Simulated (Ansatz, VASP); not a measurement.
**SnO in VASP and in Ansatz**

File INCAR:

```
PREC = Accurate
ENCUT = 520
EDIFF = 1E-6
ISMEAR = 0
SIGMA = 0.05
LREAL = False
LASPH = True
NELM = 60
ALGO = Normal
ISIF = 2
LWAVE = False
LCHARG = False
NBANDS = 28
```

File KPOINTS:

```
regular mesh
0
Gamma
  8 6 6
```

Contents of POSCAR:

```
SnO
1.0
    3.1033796250      0.0000000000      0.0000000000
    0.0000000000      5.6741040000      0.0000000000
    0.0000000000      0.0000000000      4.2219700000
Sn O
2 2
Direct
    0.0000000000      0.2319090000      0.5131440000
    0.5000000000      0.7680910000      0.0131440000
    0.0000000000      0.8912500000      0.7368570000
    0.5000000000      0.1087500000      0.2368570000
```

Input for Ansatz:

```yaml
crystal:
  lattice:
    - [3.103379625, 0.0, 0.0]
    - [0.0, 5.674104, 0.0]
    - [0.0, 0.0, 4.22197]
  atoms:
    - { symbol: Sn, position: [0.0, 0.231909, 0.513144] }
    - { symbol: Sn, position: [0.5, 0.768091, 0.013144] }
    - { symbol: O, position: [0.0, 0.89125, 0.736857] }
    - { symbol: O, position: [0.5, 0.10875, 0.236857] }
basis:
  ecutwfc: 420
kpoints:
  mp_grid: { grid: [8, 6, 6] }
hamiltonian:
  xc: lda
scf:
  occupations: { method: gaussian, width: 0.05 }
output:
  forces: true
  stress: true
  eigenvalues: true
  write_density: true
  write_potential: true
  elf: true
  volumetric_format: npy
```

Change from the starting cell: strain -0.0750 x Voigt [1, 0, 0, 0, 0, 0], atoms carried along.

Alike in both runs: task single point; functional LDA; k mesh 8 × 6 × 6; occupations gaussian, width 0.05 eV; no spin polarisation.

|  | VASP | Ansatz |
| --- | --- | --- |
| version | VASP 6.6.1 | Ansatz 0.2.0 |
| potentials or method | VASP PAW LDA potentials, release 64 (Sn_d, O), cutoff 520 eV | scalar-relativistic, plane waves, PAW |
| valence electrons in the cell | 40 | 40 |

|  | VASP | Ansatz | Ansatz less VASP |
| --- | --- | --- | --- |
| gap on the k mesh at the Fermi level (eV) | 1.43 | 1.46 | +0.029 |
| least direct gap on the mesh (eV) | 1.86 | 1.90 | +0.036 |
| pressure (GPa) | 2.6 | 2.2 | -0.39 |
| traceless stress, the component that is largest in VASP (GPa) | 5.73 | 5.65 | -0.081 |
| rms of the force components (eV/Å) | 0.353 | 0.313 | -0.0396 |

LDA's correlation is that of Perdew and Zunger in VASP and of Perdew and Wang (1992) in Ansatz. Atom by atom the forces differ by 0.054 eV/Å (rms over components).
